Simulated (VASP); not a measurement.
# Cu (Fd-3m) in VASP: a series of runs

The runs below take Cu through single point, with PBE.

Everything below comes from runs of VASP 6.6.1. Logs are shortened: lines on timing, memory, paths and dates and some standing lists are left out, and cuts for length are marked.

**1. The cell of the first run**

The structure is cubic, space group Fd-3m (No. 227). The conventional cell has a = 5.389 Å, b = 5.389 Å, c = 5.389 Å, α = 90.00°, β = 90.00°, γ = 90.00°. Cu (site symmetry -43m) has 4 Cu at 2.33 Å within 3.1 Å.

**2. Single point, PBE**

Input file INCAR:

```
PREC = Accurate ; ENCUT = 520
EDIFF = 1E-6 ; ISMEAR = -1
SIGMA = 0.06122561905347299 ; LREAL = False
LASPH = True ; NELM = 60
ALGO = Normal ; ISIF = 2
LWAVE = False ; LCHARG = False
GGA = PE ; NBANDS = 18
```

Input file KPOINTS:

```
Automatic mesh
0
Gamma
  18 18 18
```

Input file POSCAR:

```
Cu
1.0
    0.0000000000      2.6944661692      2.6944661692
    2.6944661692      0.0000000000      2.6944661692
    2.6944661692      2.6944661692      0.0000000000
Cu
2
Direct
    0.0000000000      0.0000000000      0.0000000000
    0.2500000000      0.2500000000      0.2500000000
```

Potentials or basis: VASP PAW PBE potentials, release 64 (Cu).

Launch:

```console
$ cat potpaw_PBE.64/Cu/POTCAR > POTCAR
$ mpirun -np 1 vasp_std > vasp.out
```

OUTCAR:

```text
PREC = Accurate
   ENCUT = 520
   EDIFF = 1E-6
   ISMEAR = -1
   LREAL = False
   LASPH = True
   NELM = 60
   ISIF = 2
   GGA = PE

 ion  position               nearest neighbor table
   1  0.000  0.000  0.000-   2 2.33   2 2.33   2 2.33   2 2.33
   2  0.250  0.250  0.250-   1 2.33   1 2.33   1 2.33   1 2.33

  LATTYP: Found a face centered cubic cell.
 ALAT       =     5.3889323384

  Lattice vectors:

 A1 = (   0.0000000000,   2.6944661692,   2.6944661692)
 A2 = (   2.6944661692,   0.0000000000,   2.6944661692)
 A3 = (   2.6944661692,   2.6944661692,   0.0000000000)

Analysis of symmetry for initial positions (statically):
=====================================================================
 Subroutine PRICEL returns:
 Original cell was already a primitive cell.

 Routine SETGRP: Setting up the symmetry group for a
 face centered cubic supercell.

 Subroutine GETGRP returns: Found 48 space group operations
 (whereof 24 operations were pure point group operations)
 out of a pool of 48 trial point group operations.

The static configuration has the point symmetry T_d .
 The point group associated with its full space group is O_h .

Analysis of symmetry for dynamics (positions and initial velocities):
=====================================================================
 Subroutine PRICEL returns:
 Original cell was already a primitive cell.

 Routine SETGRP: Setting up the symmetry group for a
 face centered cubic supercell.

 Subroutine GETGRP returns: Found 48 space group operations
 (whereof 24 operations were pure point group operations)
 out of a pool of 48 trial point group operations.

The dynamic configuration has the point symmetry T_d .
 The point group associated with its full space group is O_h .

 Subroutine INISYM returns: Found 48 space group operations
 (whereof 24 operations are pure point group operations),
 and found     1 'primitive' translations

----------------------------------------------------------------------------------------

                                     Primitive cell

  volume of cell :      39.1244

  direct lattice vectors                    reciprocal lattice vectors
     0.000000000  2.694466169  2.694466169    -0.185565514  0.185565514  0.185565514
     2.694466169  0.000000000  2.694466169     0.185565514 -0.185565514  0.185565514
     2.694466169  2.694466169  0.000000000     0.185565514  0.185565514 -0.185565514

  length of vectors
     3.810550600  3.810550600  3.810550600     0.321408899  0.321408899  0.321408899

  position of ions in fractional coordinates (direct lattice)
     0.000000000  0.000000000  0.000000000
     0.250000000  0.250000000  0.250000000

  ion indices of the primitive-cell ions
   primitive index   ion index
                 1           1
                 2           2

----------------------------------------------------------------------------------------

 KPOINTS: Automatic mesh

Automatic generation of k-mesh.
 Grid dimensions read from file:
 generate k-points for:   18   18   18

 Generating k-lattice:

  Cartesian coordinates                     Fractional coordinates (reciprocal lattice)
    -0.010309195  0.010309195  0.010309195     0.055555556  0.000000000  0.000000000
     0.010309195 -0.010309195  0.010309195     0.000000000  0.055555556  0.000000000
     0.010309195  0.010309195 -0.010309195     0.000000000  0.000000000  0.055555556

  Length of vectors
     0.017856050  0.017856050  0.017856050

  Shift w.r.t. Gamma in fractional coordinates (k-lattice)
     0.000000000  0.000000000  0.000000000

 Subroutine IBZKPT returns following result:
 ===========================================

 Found    195 irreducible k-points:

 Following reciprocal coordinates:
            Coordinates               Weight
  0.000000  0.000000  0.000000      1.000000
  0.055556  0.000000  0.000000      8.000000
  0.111111  0.000000  0.000000      8.000000
  0.166667  0.000000  0.000000      8.000000
  0.222222  0.000000  0.000000      8.000000
  0.277778  0.000000  0.000000      8.000000
[... 16 lines left out ...]
 -0.277778  0.055556  0.000000     24.000000
 -0.222222  0.055556  0.000000     24.000000
 [... further k-points ...]
   k-points           NKPTS =    195   k-points in BZ     NKDIM =    195   number of bands    NBANDS=     18
   number of dos      NEDOS =    301   number of ions     NIONS =      2
   total plane-waves  NPLWV =  21952
   dimension x,y,z NGX =    28 NGY =   28 NGZ =   28
   dimension x,y,z NGXF=    56 NGYF=   56 NGZF=   56
   ions per type =               2
   NGX,Y,Z   is equivalent  to a cutoff of  12.22, 12.22, 12.22 a.u.
   NGXF,Y,Z  is equivalent  to a cutoff of  24.43, 24.43, 24.43 a.u.
 SYSTEM =  unknown system
   PREC   = accura    normal or accurate (medium, high low for compatibility)
   ISTART =      0    job   : 0-new  1-cont  2-samecut
   ICHARG =      2    charge: 1-file 2-atom 10-const
   ISPIN  =      1    spin polarized calculation?
   LNONCOLLINEAR =      F non collinear calculations
   LSORBIT =      F    spin-orbit coupling
   LASPH  =      T    aspherical Exc in radial PAW
   ENCUT  =  520.0 eV  38.22 Ry    6.18 a.u.   7.09  7.09  7.09*2*pi/ulx,y,z
   NELM   =     60;   NELMIN=  2; NELMDL= -5     # of ELM steps
   EDIFF  = 0.1E-05   stopping-criterion for ELM
   LREAL  =      F    real-space projection
   EDIFFG = 0.1E-04   stopping-criterion for IOM
   NSW    =      0    number of steps for IOM
   IBRION =     -1    ionic relax: 0-MD 1-quasi-New 2-CG
   NFREE  =      0    steps in history (QN), initial steepest desc. (CG)
   ISIF   =      2    stress and relaxation
   ISYM   =      2    0-nonsym 1-usesym 2-fastsym
   POTIM  = 0.5000    time-step for ionic-motion
   TEBEG  =    0.0;   TEEND  =   0.0 temperature during run
   PSTRESS=    0.0 pullay stress
   NELECT =      22.0000    total number of electrons
   NUPDOWN=      -1.0000    fix difference up-down
   EMIN   =  10.00;   EMAX   =-10.00  energy-range for DOS
   EFERMI =   0.00;   METHOD = LEGACY
   ISMEAR =    -1;   SIGMA  =   0.06  broadening in eV -4-tet -1-fermi 0-gaus
   EFERMI_NEDOS =   21; number of points for ismear=-14 and -15
   IALGO  =     38    algorithm
   IMIX   =      4    mixing-type and parameters
     AMIX     =   0.40;   BMIX     =  1.00
     AMIX_MAG =   1.60;   BMIX_MAG =  1.00
  volume/ion in A,a.u.               =      19.56       132.01
  Fermi-wavevector in a.u.,A,eV,Ry     =   1.351242  2.553476 24.842248  1.825854
  Thomas-Fermi vector in A             =   2.478680
   LORBIT       =      0    0 simple, 1 ext, 2 COOP (PROOUT), +10 PAW based schemes
   GGA     = PE    functional components
   LHFCALC =     F    Hartree Fock is set to
   AEXX    =    0.0000 exact exchange contribution
   IVDW    =     0    specifies the selected vdW correction
   LEPSILON=     F    determine dielectric tensor
   LRPA    =     F    only Hartree local field effects (RPA)
 non-spin polarized calculation
  energy-cutoff  :      520.00
  volume of cell :       39.12
 maximum number of plane-waves:      1067
   NGX = 15   NGY = 15   NGZ = 15

 number of electron      21.9999983 magnetization

 Free energy of the ion-electron system (eV)
  ---------------------------------------------------
  ext. energy  EPLUGINS =         0.00000000
  ---------------------------------------------------
  free energy    TOTEN  =        -5.40511808 eV

  energy without entropy =       -5.39472448  energy(sigma->0) =       -5.39992128

 E-fermi :   2.6074     XC(G=0):  -9.7643

 val. band max:        2.5818387698   @ k =  -0.3889   0.3333   0.0000
 cond. band min:       2.6129167294   @ k =  -0.3889   0.2778   0.1111
 fundamental gap:      0.0310779597
 Fermi energy:         2.6073893784

 k-point     1 :       0.0000    0.0000    0.0000
  band No.  band energies     occupation
      1      -3.5293      2.00000
      2      -0.2634      2.00000
      3      -0.2634      2.00000
      4      -0.2634      2.00000
      5      -0.2408      2.00000
      6      -0.2408      2.00000
[... 10 lines left out ...]
     17      13.1335      0.00000
     18      15.1830      0.00000

 k-point     2 :       0.0556    0.0000    0.0000
  band No.  band energies     occupation
      1      -3.4817      2.00000
      2      -0.3039      2.00000
      3      -0.3039      2.00000
      4      -0.2624      2.00000
      5      -0.1924      2.00000
      6      -0.1924      2.00000
[... 10 lines left out ...]
     17      13.5419      0.00000
     18      15.3742      0.00000

 k-point     3 :       0.1111    0.0000    0.0000
  band No.  band energies     occupation
      1      -3.3398      2.00000
      2      -0.3419      2.00000
      3      -0.3419      2.00000
      4      -0.2592      2.00000
      5      -0.1329      2.00000
      6      -0.1329      2.00000
[... 10 lines left out ...]
     17      13.9755      0.00000
     18      15.7120      0.00000

 k-point     4 :       0.1667    0.0000    0.0000
  band No.  band energies     occupation
      1      -3.1072      2.00000
      2      -0.3659      2.00000
      3      -0.3659      2.00000
      4      -0.2523      2.00000
      5      -0.0803      2.00000
      6      -0.0803      2.00000
[... 375 lines left out ...]
      4      -0.2078      2.00000
      5      -0.0900      2.00000
      6      -0.0015      2.00000
[... 10 lines left out ...]
     17      13.8723      0.00000
     18      15.4320      0.00000

 k-point    23 :      -0.2778    0.0556    0.0000
  band No.  band energies     occupation
      1      -2.2277      2.00000
      2      -0.4048      2.00000
      3      -0.3213      2.00000
      4      -0.2231      2.00000
      5      -0.0686      2.00000
      6       0.0158      2.00000
[... 10 lines left out ...]
     17      14.0635      0.00000
     18      15.6967      0.00000

 k-point    24 :      -0.2222    0.0556    0.0000
  band No.  band energies     occupation
      1      -2.6293      2.00000
      2      -0.4158      2.00000
      3      -0.3328      2.00000
      4      -0.2378      2.00000
      5      -0.0681      2.00000
      6       0.0075      2.00000
[... 10 lines left out ...]
     17      14.4698      0.00000
     18      15.7363      0.00000

 [... further k-points ...]
[... 5 lines left out ...]
  --------------------------------------------------------------------------------------
  -------------------------------------------------------------------------------------
  Total       -0.2640337     -0.2640337     -0.2640337      0.0000000      0.0000000     -0.0000000
  in kB      -10.8123906    -10.8123906    -10.8123906      0.0000000      0.0000000     -0.0000000
  external PRESSURE =     -10.8123906 kB  Pullay stress =       0.0000000 kB

 VOLUME and BASIS-vectors are now :
 -----------------------------------------------------------------------------
  energy-cutoff  :      520.00
  volume of cell :       39.12
      direct lattice vectors                 reciprocal lattice vectors
     0.000000000  2.694466169  2.694466169    -0.185565514  0.185565514  0.185565514
     2.694466169  0.000000000  2.694466169     0.185565514 -0.185565514  0.185565514
     2.694466169  2.694466169  0.000000000     0.185565514  0.185565514 -0.185565514

 POSITION                                       TOTAL-FORCE (eV/Angst)
 -----------------------------------------------------------------------------------
      0.00000      0.00000      0.00000         0.000000      0.000000      0.000000
      1.34723      1.34723      1.34723        -0.000000     -0.000000     -0.000000
 -----------------------------------------------------------------------------------
    total drift:                                0.000000      0.000000      0.000000

  FREE ENERGIE OF THE ION-ELECTRON SYSTEM (eV)
  ---------------------------------------------------
  free  energy   TOTEN  =        -5.4051180793 eV

  energy  without entropy=       -5.3947244825  energy(sigma->0) =       -5.39992128
```

Run time: 1.8 min. Hardware: 1 thread of Intel Xeon Platinum 8259CL at 2.50GHz (Skylake/Cascade Lake), shared host; peak memory 0.24 GiB.

Results:

| Item | Value |
| --- | --- |
| Free energy | -5.4051 eV |
| Pressure | -1.1 GPa |
| Band gap on the k mesh | zero (band 11 reaches 3.18 eV, above the bottom of band 12 at 2.22 eV) |

**3. Single point, PBE**

Input file INCAR:

```
SYSTEM = Cu
PREC     = Accurate       ! precision mode
ENCUT    = 520            ! plane-wave cutoff, eV
EDIFF    = 1E-7           ! SCF threshold, eV
ISMEAR   = -1             ! smearing method
SIGMA    = 0.06122561905347299 ! smearing width, eV
LREAL    = .FALSE.        ! projectors in reciprocal space
LASPH    = .TRUE.         ! aspherical terms in the spheres
NELM     = 100            ! most SCF steps
ALGO     = Normal         ! electronic algorithm
ISIF     = 2              ! what is computed and relaxed
LWAVE    = .FALSE.        ! write WAVECAR
LCHARG   = .FALSE.        ! write CHGCAR
GGA      = PE             ! functional
NBANDS   = 18             ! bands
```

Input file KPOINTS:

```
Automatic mesh
0
G
  18 18 18
  0 0 0
```

POSCAR is that of step 2.

Potentials or basis: VASP PAW PBE potentials, release 64 (Cu).

Launch:

```console
$ cat potpaw_PBE.64/Cu/POTCAR > POTCAR
$ mpirun -np 1 vasp_std > vasp.out
```

It took 2.3 min on 1 thread of Intel Xeon Platinum 8259CL at 2.50GHz (Skylake/Cascade Lake), shared host; peak memory 0.24 GiB.

It converged, with:

* Free energy: -5.4051 eV
* Pressure: -0.8 GPa
* Band gap on the k mesh: zero (band 11 reaches 3.18 eV, above the bottom of band 12 at 2.22 eV)

Levels at points of the mesh, in eV from the Fermi level:
```
           k point  band 8  band 9  band 10  band 11  band 12  band 13  band 14  band 15
(0.00, 0.00, 0.00)   -1.81   -1.81    -1.19    -1.19     9.60     9.60     9.60    10.53
(0.50, 0.00, 0.00)   -1.61   -1.37    -1.28    -1.28    -0.38     7.00     7.00    10.94
(0.50, 0.50, 0.00)   -1.98   -1.19    -1.19     0.22     0.22     3.76     3.76     7.79
```

**4. Single point, PBE**

Input file INCAR:

```
SYSTEM = Cu
  ALGO = Normal
  EDIFF = 1E-6
  ENCUT = 520
  GGA = PE
  ISIF = 2
  ISMEAR = -1
  LASPH = .TRUE.
  LCHARG = .TRUE.
  LELF = .TRUE.
  LREAL = .FALSE.
  LVHAR = .TRUE.
  LWAVE = .FALSE.
  NBANDS = 18
  NELM = 60
  PREC = Accurate
  SIGMA = 0.06122561905347299
```

Input file KPOINTS:

```
k-points
0
G
  35 35 35
  0 0 0
```

POSCAR is that of step 3.

Launch:

```console
$ cat potpaw_PBE.64/Cu/POTCAR > POTCAR
$ mpirun -np 1 vasp_std > vasp.out
```

Run time: 4.1 min. Hardware: 1 thread of Intel Xeon 6975P-C (Granite Rapids), shared host; peak memory 0.69 GiB.

Results (log left out):

```
Free energy            : -5.4053 eV
Pressure               : -1.1 GPa
Band gap on the k mesh : zero (band 11 reaches 3.10 eV, above the bottom of band 12 at 2.23 eV)
```

Levels at points of the mesh, in eV from the Fermi level:
| k point | band 8 | band 9 | band 10 | band 11 | band 12 | band 13 | band 14 | band 15 |
| --- | --- | --- | --- | --- | --- | --- | --- | --- |
| (0.00, 0.00, 0.00) | -1.82 | -1.82 | -1.20 | -1.20 | 9.60 | 9.60 | 9.60 | 10.52 |
